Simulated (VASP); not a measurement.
Here is a VASP 6.6.1 calculation.

INCAR

```
SYSTEM = NaCl
ALGO = Normal ; EDIFF = 1E-6
ENCUT = 500 ; GGA = PE
GGA_COMPAT = .False. ; ISIF = 2
ISMEAR = 0 ; LASPH = .True.
LCHARG = .False. ; LREAL = .False.
LWAVE = .False. ; NBANDS = 14
NELM = 120 ; PREC = Accurate
SIGMA = 0.01
```

KPOINTS

```
k-points
0
Gamma
  4 4 4
  0 0 0
```

POSCAR

```
NaCl
1.0
    0.0000000000      2.7818872198      2.7818872198
    2.7818872198      0.0000000000      2.7818872198
    2.7818872198      2.7818872198      0.0000000000
Na Cl
1 1
Direct
    0.0000000000      0.0000000000      0.0000000000
    0.5000000000      0.5000000000      0.5000000000
```

Potentials or basis: VASP PAW PBE potentials, release 64 (Na_pv, Cl).

Run with:

```console
$ cat potpaw_PBE.64/Na_pv/POTCAR potpaw_PBE.64/Cl/POTCAR > POTCAR
$ mpirun -np 1 vasp_std > vasp.out
```

(1) Predict the band gap on the k mesh.

(2) Predict the pressure.

Answers

(1) 5.27 eV, direct.

(2) 1.9 GPa.

Caveat: the k points lie up to 0.49 Å⁻¹ apart.
